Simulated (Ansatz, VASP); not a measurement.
## TePb: VASP beside Ansatz

Contents of INCAR:

```
  ALGO = Normal
  EDIFF = 1E-6
  ENCUT = 500
  GGA = PE
  GGA_COMPAT = F
  ISIF = 2
  ISMEAR = 0
  IVDW = 13
  LASPH = T
  LCHARG = T
  LELF = T
  LREAL = F
  LVHAR = T
  LWAVE = F
  NBANDS = 17
  NELM = 120
  PREC = Accurate
  SIGMA = 0.05
```

KPOINTS

```
k-points
0
Gamma
  6 6 6
```

Contents of POSCAR:

```
TePb
1.0
    0.0000000000      3.2571981925      3.2571981925
    3.2571981925      0.0000000000      3.2571981925
    3.2571981925      3.2571981925      0.0000000000
Pb Te
1 1
Direct
    0.5000000000      0.5000000000      0.5000000000
    0.0000000000      0.0000000000      0.0000000000
```

Input for Ansatz:

```yaml
crystal:
  lattice:
    - [0.0, 3.2571981925, 3.2571981925]
    - [3.2571981925, 0.0, 3.2571981925]
    - [3.2571981925, 3.2571981925, 0.0]
  atoms:
    - { symbol: Pb, position: [0.5, 0.5, 0.5] }
    - { symbol: Te, position: [0.0, 0.0, 0.0] }
basis:
  ecutwfc: 420
  ecutrho_ratio: 4
kpoints:
  mp_grid: { grid: [6, 6, 6] }
hamiltonian:
  xc: pbe
  dispersion: d4
scf:
  occupations: { method: gaussian, width: 0.05 }
output:
  forces: true
  stress: true
  eigenvalues: true
```

Alike in both runs: task single point; functional PBE; dispersion D4; k mesh 6 × 6 × 6; occupations gaussian, width 0.05 eV; no spin polarisation.

|  | VASP | Ansatz |
| --- | --- | --- |
| version | VASP 6.6.1 | Ansatz 0.2.0 |
| potentials or method | VASP PAW PBE potentials, release 64 (Pb_d, Te), cutoff 500 eV | scalar-relativistic, plane waves, PAW |
| valence electrons in the cell | 20 | 30 |

|  | VASP | Ansatz | Ansatz less VASP |
| --- | --- | --- | --- |
| gap on the k mesh at the Fermi level (eV) | 0.78 | 0.78 | -0.005 |
| least direct gap on the mesh (eV) | 0.78 | 0.78 | -0.005 |
| pressure (GPa) | -0.8 | -0.7 | +0.06 |

VASP's potentials hold 20 valence electrons a cell and Ansatz's 30, so a difference there can come from the potentials and not from the codes.

Neither program's run includes spin-orbit coupling.
